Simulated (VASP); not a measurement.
Runs of VASP 6.6.1 on HgTe. The structure is that of space group F-43m (No. 216), or close to it. The cells are those of the table. 

```csv
task,cell,k mesh for the DOS,occupations for the DOS,gap on the mesh (eV),pressure (GPa)
electric field gradients,"a = 4.589 Å, angles 60.0°, 2 atoms",-,-,none,0.5
electric field gradients,"a = 4.619 Å, angles 60.0°, 2 atoms",-,-,none,-0.3
single point,"a = 4.466 Å, angles 60.0°, 2 atoms",-,-,none,(a)
single point,"a = 4.513, b = 4.513, c = 4.468 Å, angles 60.3, 60.3, 59.3°, 2 atoms",-,-,none,3.6
single point,"a = 4.589 Å, angles 60.0°, 2 atoms",-,-,none,0.5
single point,"a = 4.528 Å, angles 60.0°, 2 atoms",-,-,none,2.5
single point,"a = 4.605, b = 4.605, c = 4.650 Å, angles 59.7, 59.7, 60.7°, 2 atoms",-,-,-,-0.3
single point,"a = 4.574 Å, angles 60.0°, 2 atoms",-,-,none,1.0
single point,"a = 4.497 Å, angles 60.0°, 2 atoms",-,-,none,3.7
electric field gradients,"a = 4.574 Å, angles 60.0°, 2 atoms",-,-,none,1.0
```

Alike in all rows: level PBEsol; potentials or basis VASP PAW PBE potentials, release 64 (Hg, Te); no spin polarisation; k mesh 9 × 9 × 9; cutoff (eV) 520; smearing fermi-dirac 0.05 eV.

Q: Estimate the missing entries.

A: (a) 5.0.

Caveats: the PAW data sets were made with another functional, which shifts forces and pressure a little; spin-orbit coupling is left out, which moves the levels of the heavy elements.

A k mesh can miss the band edges, and the runs leave out spin-orbit coupling on Hg, Te.

A gap of «none» marks levels without a gap at the run's occupations.
